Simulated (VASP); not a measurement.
# Lu3Pt2 (P-3m1) in VASP: single point with PBE

Aim: the single point of Lu3Pt2 with PBE.

Program: VASP 6.6.1. These are calculated values, not measurements. Logs are shortened: lines on timing, memory, paths and dates and some standing lists are left out, and cuts for length are marked.

## (1) The cell of the first run

It takes space group P-3m1 (No. 164, trigonal). Conventional cell: a = 4.785 Å, b = 4.785 Å, c = 5.911 Å, α = 90.00°, β = 90.00°, γ = 120.00°. Within 3.9 Å of Lu (site symmetry -3m) lie 6 Pt at 2.95 Å and 6 Lu at 3.40 Å. Lu (site symmetry 3m) has 5 Pt at 2.89 to 3.03 Å and 6 Lu at 3.38 to 3.40 Å within 3.8 Å. Within 3.8 Å of Pt (site symmetry 3m) lie 8 Lu at 2.89 to 3.03 Å and 3 Pt at 3.46 Å.

The cell was generated, and may not be a known phase.

## (2) Single point, PBE

The input, INCAR:

```
PREC = Accurate
ENCUT = 510
EDIFF = 1E-6
ISMEAR = 0
SIGMA = 0.1
LREAL = F
LASPH = T
NELM = 300
ALGO = All
ISIF = 2
LWAVE = F
LCHARG = F
GGA = PE
NBANDS = 56
GGA_COMPAT = F
ISEARCH = 1
KPAR = 4
```

The input, KPOINTS:

```
regular mesh
0
Gamma
  6 6 4
```

The input, POSCAR:

```
Lu3Pt2
1.0
    4.7849215000      0.0000000000      0.0000000000
   -2.3924607000      4.1438636000      0.0000000000
    0.0000000000      0.0000000000      5.9113620000
Lu Pt
3 2
Direct
    0.0000000000      0.0000000000      0.0000000000
    0.3333333000      0.6666667000      0.6640250000
    0.6666667000      0.3333333000      0.3359750000
    0.3333333000      0.6666667000      0.1758190000
    0.6666667000      0.3333333000      0.8241810000
```

Potentials or basis: VASP PAW PBE potentials, release 64 (Lu, Pt).

Command:

```console
> cat potpaw_PBE.64/Lu/POTCAR potpaw_PBE.64/Pt/POTCAR > POTCAR
> mpirun -np 4 vasp_std > vasp.out
```

OUTCAR:

```text
PREC = Accurate
   ENCUT = 510
   EDIFF = 1E-6
   ISMEAR = 0
   LREAL = F
   LASPH = T
   NELM = 300
   ISIF = 2
   GGA = PE

 ion  position               nearest neighbor table
   1  0.000  0.000  0.000-   4 2.95   5 2.95   4 2.95   5 2.95   5 2.95   4 2.95   2 3.40   3 3.40
                             2 3.40   3 3.40   2 3.40   3 3.40
   2  0.333  0.667  0.664-   4 2.89   5 2.92   5 2.92   5 2.92   4 3.03   3 3.38   3 3.38   3 3.38
                             1 3.40   1 3.40   1 3.40
   3  0.667  0.333  0.336-   5 2.89   4 2.92   4 2.92   4 2.92   5 3.03   2 3.38   2 3.38   2 3.38
                             1 3.40   1 3.40   1 3.40
   4  0.333  0.667  0.176-   2 2.89   3 2.92   3 2.92   3 2.92   1 2.95   1 2.95   1 2.95   2 3.03
                             5 3.46   5 3.46   5 3.46
   5  0.667  0.333  0.824-   3 2.89   2 2.92   2 2.92   2 2.92   1 2.95   1 2.95   1 2.95   3 3.03
                             4 3.46   4 3.46   4 3.46

  LATTYP: Found a hexagonal cell.
 ALAT       =     4.7849215000
 C/A-ratio  =     1.2354146249

  Lattice vectors:

 A1 = (   4.7849215000,   0.0000000000,   0.0000000000)
 A2 = (  -2.3924607000,   4.1438636000,   0.0000000000)
 A3 = (   0.0000000000,   0.0000000000,   5.9113620000)

Analysis of symmetry for initial positions (statically):
=====================================================================
 Subroutine PRICEL returns:
 Original cell was already a primitive cell.

 Routine SETGRP: Setting up the symmetry group for a
 hexagonal supercell.

 Subroutine GETGRP returns: Found 12 space group operations
 (whereof 12 operations were pure point group operations)
 out of a pool of 24 trial point group operations.

The static configuration has the point symmetry D_3d.

Analysis of symmetry for dynamics (positions and initial velocities):
=====================================================================
 Subroutine PRICEL returns:
 Original cell was already a primitive cell.

 Routine SETGRP: Setting up the symmetry group for a
 hexagonal supercell.

 Subroutine GETGRP returns: Found 12 space group operations
 (whereof 12 operations were pure point group operations)
 out of a pool of 24 trial point group operations.

The dynamic configuration has the point symmetry D_3d.

 Subroutine INISYM returns: Found 12 space group operations
 (whereof 12 operations are pure point group operations),
 and found     1 'primitive' translations

----------------------------------------------------------------------------------------

                                     Primitive cell

  volume of cell :     117.2109

  direct lattice vectors                    reciprocal lattice vectors
     4.784921500  0.000000000  0.000000000     0.208989844  0.120660340  0.000000000
    -2.392460700  4.143863600  0.000000000     0.000000000  0.241320684  0.000000000
     0.000000000  0.000000000  5.911362000     0.000000000  0.000000000  0.169165752

  length of vectors
     4.784921500  4.784921497  5.911362000     0.241320684  0.241320684  0.169165752

  position of ions in fractional coordinates (direct lattice)
     0.000000000  0.000000000  0.000000000
     0.333333300  0.666666700  0.664025000
     0.666666700  0.333333300  0.335975000
     0.333333300  0.666666700  0.175819000
     0.666666700  0.333333300  0.824181000

  ion indices of the primitive-cell ions
   primitive index   ion index
                 1           1
                 2           2
                 3           3
                 4           4
                 5           5

----------------------------------------------------------------------------------------

 KPOINTS: regular mesh

Automatic generation of k-mesh.
 Grid dimensions read from file:
 generate k-points for:    6    6    4

 Generating k-lattice:

  Cartesian coordinates                     Fractional coordinates (reciprocal lattice)
     0.034831641  0.020110057  0.000000000     0.166666667  0.000000000  0.000000000
     0.000000000  0.040220114  0.000000000     0.000000000  0.166666667  0.000000000
     0.000000000  0.000000000  0.042291438     0.000000000  0.000000000  0.250000000

  Length of vectors
     0.040220114  0.040220114  0.042291438

  Shift w.r.t. Gamma in fractional coordinates (k-lattice)
     0.000000000  0.000000000  0.000000000

 Subroutine IBZKPT returns following result:
 ===========================================

 Found     24 irreducible k-points:

 Following reciprocal coordinates:
            Coordinates               Weight
  0.000000  0.000000  0.000000      1.000000
  0.166667 -0.000000  0.000000      6.000000
  0.333333 -0.000000  0.000000      6.000000
  0.500000 -0.000000  0.000000      3.000000
  0.166667  0.166667  0.000000      6.000000
  0.333333  0.166667  0.000000     12.000000
[... 16 lines left out ...]
  0.333333  0.166667  0.500000     12.000000
  0.333333  0.333333  0.500000      2.000000
   k-points           NKPTS =     24   k-points in BZ     NKDIM =     24   number of bands    NBANDS=     56
   number of dos      NEDOS =    301   number of ions     NIONS =      5
   total plane-waves  NPLWV =  62208
   dimension x,y,z NGX =    36 NGY =   36 NGZ =   48
   dimension x,y,z NGXF=    72 NGYF=   72 NGZF=   96
   ions per type =               3   2
   NGX,Y,Z   is equivalent  to a cutoff of  12.51, 12.51, 13.50 a.u.
   NGXF,Y,Z  is equivalent  to a cutoff of  25.02, 25.02, 27.00 a.u.
 SYSTEM =  unknown system
   PREC   = accura    normal or accurate (medium, high low for compatibility)
   ISTART =      0    job   : 0-new  1-cont  2-samecut
   ICHARG =      2    charge: 1-file 2-atom 10-const
   ISPIN  =      1    spin polarized calculation?
   LNONCOLLINEAR =      F non collinear calculations
   LSORBIT =      F    spin-orbit coupling
   LASPH  =      T    aspherical Exc in radial PAW
   ENCUT  =  510.0 eV  37.48 Ry    6.12 a.u.   8.81  8.81 10.89*2*pi/ulx,y,z
   NELM   =    300;   NELMIN=  2; NELMDL= -5     # of ELM steps
   EDIFF  = 0.1E-05   stopping-criterion for ELM
   LREAL  =      F    real-space projection
   EDIFFG = 0.1E-04   stopping-criterion for IOM
   NSW    =      0    number of steps for IOM
   IBRION =     -1    ionic relax: 0-MD 1-quasi-New 2-CG
   NFREE  =      0    steps in history (QN), initial steepest desc. (CG)
   ISIF   =      2    stress and relaxation
   ISYM   =      2    0-nonsym 1-usesym 2-fastsym
   POTIM  = 0.5000    time-step for ionic-motion
   TEBEG  =    0.0;   TEEND  =   0.0 temperature during run
   PSTRESS=    0.0 pullay stress
   NELECT =      95.0000    total number of electrons
   NUPDOWN=      -1.0000    fix difference up-down
   EMIN   =  10.00;   EMAX   =-10.00  energy-range for DOS
   EFERMI =   0.00;   METHOD = LEGACY
   ISMEAR =     0;   SIGMA  =   0.10  broadening in eV -4-tet -1-fermi 0-gaus
   EFERMI_NEDOS =   21; number of points for ismear=-14 and -15
   IALGO  =     58    algorithm
   IMIX   =      4    mixing-type and parameters
     AMIX     =   0.40;   BMIX     =  1.00
     AMIX_MAG =   1.60;   BMIX_MAG =  1.00
  volume/ion in A,a.u.               =      23.44       158.20
  Fermi-wavevector in a.u.,A,eV,Ry     =   1.526371  2.884423 31.698966  2.329808
  Thomas-Fermi vector in A             =   2.634413
   LORBIT       =      0    0 simple, 1 ext, 2 COOP (PROOUT), +10 PAW based schemes
   GGA     = PE    functional components
   LHFCALC =     F    Hartree Fock is set to
   AEXX    =    0.0000 exact exchange contribution
   IVDW    =     0    specifies the selected vdW correction
   LEPSILON=     F    determine dielectric tensor
   LRPA    =     F    only Hartree local field effects (RPA)
 non-spin polarized calculation
 Gauss-broadening in eV      SIGMA  =   0.10
  energy-cutoff  :      510.00
  volume of cell :      117.21
 maximum number of plane-waves:      3118
 NGX is ok and might be reduce to    36
   NGX = 17   NGY = 17   NGZ = 21

 number of electron      95.0000025 magnetization

 Free energy of the ion-electron system (eV)
  ---------------------------------------------------
  ext. energy  EPLUGINS =         0.00000000
  ---------------------------------------------------
  free energy    TOTEN  =       -31.06361360 eV

  energy without entropy =      -31.04329259  energy(sigma->0) =      -31.05345310

 E-fermi :   4.5934     XC(G=0): -11.3164

 val. band max:        4.5919982834   @ k =   0.1667   0.1667   0.2500
 cond. band min:       4.6097822451   @ k =   0.3333  -0.0000   0.5000
 fundamental gap:      0.0177839617
 Fermi energy:         4.5934008872

 k-point     1 :       0.0000    0.0000    0.0000
  band No.  band energies     occupation
      1     -51.7404      2.00000
      2     -51.7123      2.00000
      3     -51.7111      2.00000
      4     -22.5260      2.00000
      5     -22.4878      2.00000
      6     -22.4878      2.00000
[... 48 lines left out ...]
     55       8.3641      0.00000
     56       9.1417      0.00000

 k-point     2 :       0.1667   -0.0000    0.0000
  band No.  band energies     occupation
      1     -51.7381      2.00000
      2     -51.7134      2.00000
      3     -51.7121      2.00000
      4     -22.5725      2.00000
      5     -22.5194      2.00000
      6     -22.5134      2.00000
[... 48 lines left out ...]
     55       8.3551      0.00000
     56       9.2569      0.00000

 k-point     3 :       0.3333   -0.0000    0.0000
  band No.  band energies     occupation
      1     -51.7320      2.00000
      2     -51.7174      2.00000
      3     -51.7139      2.00000
      4     -22.5905      2.00000
      5     -22.5496      2.00000
      6     -22.5373      2.00000
[... 1172 lines left out ...]
 k-point    23 :       0.3333    0.1667    0.5000
  band No.  band energies     occupation
      1     -51.7261      2.00000
      2     -51.7218      2.00000
      3     -51.7149      2.00000
      4     -22.6092      2.00000
      5     -22.5636      2.00000
      6     -22.5418      2.00000
[... 48 lines left out ...]
     55       7.4015      0.00000
     56       7.7614      0.00000

 k-point    24 :       0.3333    0.3333    0.5000
  band No.  band energies     occupation
      1     -51.7220      2.00000
      2     -51.7220      2.00000
      3     -51.7188      2.00000
      4     -22.6166      2.00000
      5     -22.5793      2.00000
      6     -22.5793      2.00000
[... 48 lines left out ...]
     55       7.0990      0.00000
     56       8.3567      0.00000

------------------------ aborting loop because EDIFF is reached ----------------------------------------

  FORCE on cell =-STRESS in cart. coord.  units (eV):
  Direction    XX          YY          ZZ          XY          YZ          ZX
  --------------------------------------------------------------------------------------
  -------------------------------------------------------------------------------------
  Total        0.0919149      0.0919149      0.5800183      0.0000000      0.0000000     -0.0000000
  in kB        1.2564019      1.2564020      7.9283799      0.0000000      0.0000000     -0.0000000
  external PRESSURE =       3.4803946 kB  Pullay stress =       0.0000000 kB

 VOLUME and BASIS-vectors are now :
 -----------------------------------------------------------------------------
  energy-cutoff  :      510.00
  volume of cell :      117.21
      direct lattice vectors                 reciprocal lattice vectors
     4.784921500  0.000000000  0.000000000     0.208989844  0.120660340  0.000000000
    -2.392460700  4.143863600  0.000000000     0.000000000  0.241320684  0.000000000
     0.000000000  0.000000000  5.911362000     0.000000000  0.000000000  0.169165752

 POSITION                                       TOTAL-FORCE (eV/Angst)
 -----------------------------------------------------------------------------------
      0.00000      0.00000      0.00000        -0.000000      0.000000     -0.000000
     -0.00000      2.76258      3.92529         0.000000      0.000000     -0.010338
      2.39246      1.38129      1.98607         0.000000     -0.000000      0.010338
     -0.00000      2.76258      1.03933        -0.000000      0.000000      0.034861
      2.39246      1.38129      4.87203        -0.000000     -0.000000     -0.034861
 -----------------------------------------------------------------------------------
    total drift:                                0.000000      0.000000     -0.000000

  FREE ENERGIE OF THE ION-ELECTRON SYSTEM (eV)
  ---------------------------------------------------
  free  energy   TOTEN  =       -31.0636136006 eV

  energy  without entropy=      -31.0432924099  energy(sigma->0) =      -31.05345301
```

Run time: 3.9 min. Hardware: 4 MPI ranks of AMD EPYC 7R43 (Zen 3), shared host; peak memory 0.41 GiB.

What came out:

```
Free energy            : -31.0636 eV
Pressure               : 0.3 GPa
Largest force          : 0.035 eV/Å
Band gap on the k mesh : zero (an odd number of electrons rules out a gap without spin polarisation)
```

Forces on the atoms (eV/Å):
```
Lu   0.000  0.000  0.000
Lu   0.000  0.000 -0.010
Lu   0.000  0.000  0.010
Pt   0.000  0.000  0.035
Pt   0.000  0.000 -0.035
```

Stress tensor (GPa, compression positive):
```
0.13 0.00 0.00
0.00 0.13 0.00
0.00 0.00 0.79
```

Levels at points of the mesh, in eV from the Fermi level:
```
           k point  band 44  band 45  band 46  band 47  band 48  band 49  band 50  band 51  band 52  band 53
(0.00, 0.00, 0.00)    -2.88    -2.88    -2.01    -0.28    -0.28     1.21     1.21     1.89     1.89     3.26
(0.50, 0.00, 0.00)    -2.97    -2.69    -1.76     0.97     0.98     0.99     1.19     1.21     1.80     2.05
(0.00, 0.00, 0.50)    -2.93    -2.87    -1.00    -0.95    -0.95     1.19     1.19     2.17     2.17     2.22
(0.50, 0.00, 0.50)    -2.99    -2.85    -2.73    -1.20     0.48     0.52     0.88     1.24     1.65     2.38
```

Caveat: spin-orbit coupling is left out, which moves the levels of the heavy elements.
